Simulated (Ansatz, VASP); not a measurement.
ScPt: VASP beside Ansatz

File INCAR:

```
PREC = Accurate
ENCUT = 520
EDIFF = 1E-8
ISMEAR = -1
SIGMA = 0.05
LREAL = False
LASPH = True
NELM = 100
ALGO = Normal
ISIF = 2
LWAVE = False
LCHARG = False
LEFG = True
NBANDS = 18
```

Contents of KPOINTS:

```
Automatic mesh
0
Gamma
  10 10 10
```

The input POSCAR:

```
ScPt
1.0
    3.2590634635      0.0000000000      0.0000000000
    0.0000000000      3.2590634635      0.0000000000
    0.0000000000      0.0000000000      3.2590634635
Sc Pt
1 1
Direct
    0.5000000000      0.5000000000      0.5000000000
    0.0000000000      0.0000000000      0.0000000000
```

Input for Ansatz:

```yaml
crystal:
  lattice:
    - [3.2590634635, 0.0, 0.0]
    - [0.0, 3.2590634635, 0.0]
    - [0.0, 0.0, 3.2590634635]
  atoms:
    - { symbol: Sc, position: [0.5, 0.5, 0.5] }
    - { symbol: Pt, position: [0.0, 0.0, 0.0] }
kpoints:
  mp_grid: { grid: [10, 10, 10] }
scf:
  occupations: { method: fermi_dirac, width: 0.05 }
hamiltonian:
  xc: lda
  pseudopotentials: { kind: paw }
output:
  forces: true
  stress: true
  eigenvalues: true
  efg: { contact_densities: true }
```

Change from the starting cell: volume scaled by 0.99, PAW files.

Alike in both runs: task electric field gradients; functional LDA; k mesh 10 × 10 × 10; occupations fermi-dirac, width 0.05 eV; no spin polarisation.

```csv
,VASP,Ansatz
version,VASP 6.6.1,Ansatz 0.2.0
potentials or method,"VASP PAW LDA potentials, release 64 (Sc_sv, Pt)","PAW with Ansatz's default frozen-core files, scalar-relativistic"
plane-wave cutoff (eV),520,420
valence electrons in the cell,21,29
```

Ansatz gave:

* pressure (GPa): -4.0

Task: What did VASP give for the same quantities?

Result: Pressure (GPa): -3.4.

LDA's correlation is that of Perdew and Zunger in VASP and of Perdew and Wang (1992) in Ansatz. VASP's potentials hold 21 valence electrons a cell and Ansatz's 29, so a difference there can come from the potentials and not from the codes.

Spin-orbit coupling is off throughout.
